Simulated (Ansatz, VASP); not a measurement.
## One calculation of TaN, two programs

```
Ta N
1.0
     0.00000    2.21132    2.21132
     2.21132    0.00000    2.21132
     2.21132    2.21132    0.00000
Ta N
1 1
Cartesian
  2.2113 2.2113 2.2113
  0.0000 0.0000 0.0000
```

Alike in both runs: task relaxation of cell and atoms; functional BLYP; k mesh 10 × 10 × 10; occupations fermi-dirac, width 0.05 eV; no spin polarisation.

```csv
,VASP,Ansatz
version,VASP 6.6.1,Ansatz 0.2.0
potentials or method,"VASP PAW PBE potentials, release 64 (Ta_pv, N)",Ansatz PAW
plane-wave cutoff (eV),600,420
valence electrons in the cell,16,18
```

|  | VASP | Ansatz | Ansatz less VASP |
| --- | --- | --- | --- |
| relaxed volume (Å³/atom) | 11.22 | 11.16 | -0.060 |
| relaxed cell length with the largest relative difference (Å) | 3.166 | 3.161 | -0.0057 |

VASP's potentials were made for PBE, not for BLYP. VASP's potentials hold 16 valence electrons a cell and Ansatz's 18, so a difference there can come from the potentials and not from the codes.

Neither program's run includes spin-orbit coupling. Noted on Ansatz's run: the plane-wave basis is chosen anew once the cell has moved, so the energies of steps on either side of that aren't comparable.
